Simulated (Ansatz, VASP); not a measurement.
**InSe in VASP and in Ansatz**

Contents of INCAR:

```
PREC = Accurate ; ENCUT = 520
EDIFF = 1E-6 ; ISMEAR = 0
SIGMA = 0.03 ; LREAL = False
LASPH = True ; NELM = 80
ALGO = Normal ; ISIF = 2
LWAVE = False ; LCHARG = False
GGA = PE ; IVDW = 12
NBANDS = 48
```

KPOINTS

```
regular mesh
0
Gamma
  9 9 2
```

File POSCAR:

```
InSe
1.0
   -4.0317714842      0.0000000000      0.0000000000
   -2.0158857421     -3.4916165276      0.0000000000
    0.0000000000      0.0000000000     16.4623716544
In Se
4 4
Direct
    0.3333333333      0.3333333333      0.1696952696
    0.6666666667      0.6666666667      0.6788069579
    0.3333333333      0.3333333333      0.3394164188
    0.6666666667      0.6666666667      0.8485281071
    0.3333333333      0.3333333333      0.6006205775
    0.6666666667      0.6666666667      0.0915088891
    0.3333333333      0.3333333333      0.9267144876
    0.6666666667      0.6666666667      0.4176027992
```

Input for Ansatz:

```yaml
crystal:
  lattice:
    - [-4.0317714892, 0.0, 0.0]
    - [-2.0158857446, -3.4916165319, 0.0]
    - [0.0, 0.0, 16.4623717322]
  atoms:
    - { symbol: In, position: [0.3333333333, 0.3333333333, 0.1696952703] }
    - { symbol: In, position: [0.6666666667, 0.6666666667, 0.6788069586] }
    - { symbol: In, position: [0.3333333333, 0.3333333333, 0.339416418] }
    - { symbol: In, position: [0.6666666667, 0.6666666667, 0.8485281064] }
    - { symbol: Se, position: [0.3333333333, 0.3333333333, 0.6006205787] }
    - { symbol: Se, position: [0.6666666667, 0.6666666667, 0.0915088904] }
    - { symbol: Se, position: [0.3333333333, 0.3333333333, 0.9267144862] }
    - { symbol: Se, position: [0.6666666667, 0.6666666667, 0.4176027979] }
basis:
  ecutwfc: 420
kpoints:
  mp_grid: { grid: [9, 9, 2] }
hamiltonian:
  xc: pbe
  dispersion: d3bj
scf:
  occupations: { method: gaussian, width: 0.03 }
output:
  forces: true
  stress: true
  eigenvalues: true
```

Alike in both runs: task single point; functional PBE; dispersion D3(BJ); k mesh 9 × 9 × 2; occupations gaussian, width 0.03 eV; no spin polarisation.

```csv
,VASP,Ansatz
version,VASP 6.6.1,Ansatz 0.2.0
potentials or method,"VASP PAW PBE potentials, release 64 (In_d, Se), cutoff 520 eV","scalar-relativistic, plane waves, PAW"
valence electrons in the cell,76,116
```

|  | VASP | Ansatz | Ansatz less VASP |
| --- | --- | --- | --- |
| gap on the k mesh at the Fermi level (eV) | 0.29 | 0.30 | +0.014 |
| least direct gap on the mesh (eV) | 0.29 | 0.30 | +0.014 |
| pressure (GPa) | 0.3 | 0.3 | -0.04 |
| traceless stress, the component that is largest in VASP (GPa) | 0.22 | 0.23 | +0.004 |
| rms of the force components (eV/Å) | 0.047 | 0.050 | +0.0027 |

Atom by atom the forces differ by 0.009 eV/Å (rms over components). VASP's potentials hold 76 valence electrons a cell and Ansatz's 116, so a difference there can come from the potentials and not from the codes.
